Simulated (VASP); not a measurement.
Set up this calculation in VASP 6.6.1, as the native input.

```
Task                   : single point
Functional             : PBE
Dispersion             : D3(BJ)
Potentials or basis    : VASP PAW PBE potentials, release 64 (Si, N)
Cutoff                 : 520 eV
k mesh                 : 7 × 7 × 1
Occupations            : gaussian, width 0.05 eV
Spin                   : collinear spin, ferromagnetic start
Starting moments       : [0.0, 0.0, 0.0, 0.0, 3.0] μB
Dipole correction      : yes
Further INCAR settings : ALGO = Normal; EDIFF = 1e-07; NBANDS = 22
```

The structure of Si4N lies in POSCAR:

```
Si4N
1.0
    3.8333442755      0.0000000000      0.0000000000
    0.0000000000      3.8333442755      0.0000000000
    0.0000000000      0.0000000000     21.1034818114
Si N
4 1
Direct
    0.0000000000      0.5000000000      0.1895421825
    0.0000000000      0.0000000000      0.2537634269
    0.5000000000      0.0000000000      0.3207061922
    0.5000000000      0.5000000000      0.3839879070
    0.6250000000      0.6250000000      0.5261445439
```

One way to write it, as run:

INCAR

```
PREC     = Accurate       # precision mode
ENCUT    = 520            # plane-wave cutoff, eV
EDIFF    = 1E-7           # SCF threshold, eV
ISMEAR   = 0              # smearing method
SIGMA    = 0.05           # smearing width, eV
LREAL    = F              # projectors in reciprocal space
LASPH    = T              # aspherical terms in the spheres
NELM     = 150            # most SCF steps
ALGO     = Normal         # electronic algorithm
ISIF     = 2              # what is computed and relaxed
LWAVE    = F              # write WAVECAR
LCHARG   = T              # write CHGCAR
ISPIN    = 2              # spin polarisation
MAGMOM   = 0 0 0 0 3      # initial moments
LORBIT   = 11             # projections on sites
LDIPOL   = T            
IDIPOL   = 3            
DIPOL    = 0.5 0.5 0.335
GGA      = PE             # functional
IVDW     = 12             # dispersion correction
LELF     = T              # ELF
LVHAR    = T            
LVACPOTAV= T            
NBANDS   = 22             # bands
```

KPOINTS

```
regular mesh
0
Gamma
  7 7 1
```

Potentials or basis: VASP PAW PBE potentials, release 64 (Si, N).

Command:

```console
$ cat potpaw_PBE.64/Si/POTCAR potpaw_PBE.64/N/POTCAR > POTCAR
$ mpirun -np 1 vasp_std > vasp.out
```

It gave:

| Item | Value |
| --- | --- |
| Largest force | 0.519 eV/Å |
| Net moment | 2.63 μB per cell |
| Site moments | Si +0.01, -0.01, -0.06 (each value once); N +1.84 μB |
| Valence electrons inside the program's atomic spheres | Si 1.58, 1.67, 1.57 (each value once); N 3.27 |
| Dispersion energy per atom | -0.198 eV |

Wall time 18 min on 1 thread of Intel(R) Xeon(R) Platinum 8259CL CPU @ 2.50GHz (Skylake/Cascade Lake), with other jobs on the host, peak memory 0.62 GiB.
